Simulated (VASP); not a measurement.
# PbS: electric field gradients with LDA

The system is PbS.

```
Pb S
1.0
     0.00000    2.97485    2.97485
     2.97485    0.00000    2.97485
     2.97485    2.97485    0.00000
Pb S
1 1
Direct
  0.00000 0.00000 0.00000
  0.50000 0.50000 0.50000
```

This cell differs from its parent crystal: volume scaled by 1.01.

```yaml
Program: VASP 6.6.1
Task: electric field gradients
Functional: LDA
Potentials_or_basis: VASP PAW LDA potentials, release 64 (Pb_d, S)
Cutoff: 520 eV
k_mesh: 7 × 7 × 7
Occupations: fermi-dirac, width 0.01 eV
Spin: no spin polarisation
Dipole_correction: no
Further_INCAR_settings: ALGO = Normal; EDIFF = 1e-08; NBANDS = 17
```

```json
{
  "Pressure": "-3.1 GPa"
}
```

Levels at points of the mesh, in eV from the Fermi level:
```
           k point  band 6  band 7  band 8  band 9  band 10  band 11  band 12  band 13  band 14  band 15
(0.00, 0.00, 0.00)  -13.43   -6.04   -2.06   -2.06    -2.06     5.10     5.10     5.10     6.73     6.73
```

Wall time 36 s on 1 thread of Intel Xeon 8259CL, with other jobs on the host, peak memory 0.16 GiB.

Caveat: this odd mesh misses L, where the gap lies, so gap, dielectric constants and Born charges aren't listed; without QUAD_EFG the Cq values of the log hold for a quadrupole moment of 1 mb, not for the nuclei; spin-orbit coupling is left out, which moves the levels of the heavy elements.
